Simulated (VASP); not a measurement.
BaZrO3: relaxation of cell and atoms with LDA

The system is BaZrO3.

```
Ba Zr O
1.0
     4.14736    0.00000    0.00000
     0.00000    4.14736    0.00000
     0.00000    0.00000    4.14736
Ba Zr O
1 1 3
Direct
  0.00000 0.00000 0.00000
  0.50000 0.50000 0.50000
  0.00000 0.50000 0.50000
  0.50000 0.00000 0.50000
  0.50000 0.50000 0.00000
```

```json
{
  "Program": "VASP 6.6.1",
  "Task": "relaxation of cell and atoms",
  "Functional": "LDA",
  "Potentials or basis": "VASP PAW LDA potentials, release 64 (Ba_sv, Zr_sv, O)",
  "Cutoff": "600 eV",
  "k mesh": "4 × 4 × 4",
  "Occupations": "gaussian, width 0.01 eV",
  "Spin": "no spin polarisation",
  "Target pressure": "4 GPa",
  "Dipole correction": "no",
  "Further INCAR settings": "ALGO = Normal; EDIFF = 1e-06; IBRION = 2; EDIFFG = -0.002; NSW = 100; ISIF = 3"
}
```

| Quantity | Value |
| --- | --- |
| Relaxed volume | 14.07 Å³/atom |
| Relaxed cell | a = 4.128 Å, b = 4.128 Å, c = 4.128 Å, α = 90.00°, β = 90.00°, γ = 90.00° |
| Space group after relaxing (to 0.05 Å) | Pm-3m (No. 221) |
| Energy change on relaxing (the enthalpy is what falls) | +3.4 meV/atom |
| Ionic steps | 16 |
| Pressure after relaxing | 4.0 GPa |
| Band gap on the k mesh | 3.15 eV, indirect (least direct gap 3.31 eV) |

Step by step:
```
step  energy change (eV)  largest force (eV/Å)  pressure (GPa)  volume (Å³)
   1              0.0000                0.0000            1.38        71.34
   2              0.0682                0.0000            8.00        68.96
   3              0.0165                0.0000            4.02        70.34
   4              0.0161                0.0000            3.95        70.36
   5              0.0161                0.0000            3.94        70.36
   6              0.0161                0.0000            3.93        70.36
   7              0.0161                0.0000            3.94        70.36
   8              0.0161                0.0000            3.94        70.36
   9              0.0161                0.0000            3.94        70.36
  10              0.0161                0.0000            3.94        70.36
  11              0.0162                0.0000            3.94        70.36
  12              0.0162                0.0000            3.94        70.36
  13              0.0162                0.0000            3.94        70.36
  14              0.0163                0.0000            3.95        70.35
  15              0.0165                0.0000            3.97        70.35
  16              0.0169                0.0000            4.01        70.33
```

Final structure:
```xyz
5
Lattice="4.1278 0.0000 0.0000 0.0000 4.1278 0.0000 0.0000 0.0000 4.1278" Properties=species:S:1:pos:R:3 pbc="T T T"
Ba    0.0000    0.0000    0.0000
Zr    2.0639    2.0639    2.0639
O     0.0000    2.0639    2.0639
O     2.0639    4.1278    2.0639
O     2.0639    2.0639    0.0000
```

Levels at points of the mesh, in eV from the valence-band top:
| k point | band 18 | band 19 | band 20 | band 21 | band 22 | band 23 |
| --- | --- | --- | --- | --- | --- | --- |
| (0.00, 0.00, 0.00) | -0.16 | -0.16 | -0.16 | 3.15 | 3.15 | 3.15 |
| (0.50, 0.00, 0.00) | -1.83 | -0.37 | -0.37 | 3.65 | 5.95 | 5.95 |
| (0.50, 0.50, 0.00) | -0.93 | -0.66 | -0.08 | 5.91 | 5.91 | 6.64 |
| (0.50, 0.50, 0.50) | 0.00 | 0.00 | 0.00 | 6.09 | 6.09 | 6.09 |

It took 43 s on 1 thread of Intel(R) Xeon(R) 6975P-C (Granite Rapids) (shared host), peak memory 0.19 GiB.

Caveat: the cell is relaxed towards a set pressure, so the enthalpy falls and the energy may rise; spin-orbit coupling is left out, which moves the levels of the heavy elements. A k mesh can miss the band edges.
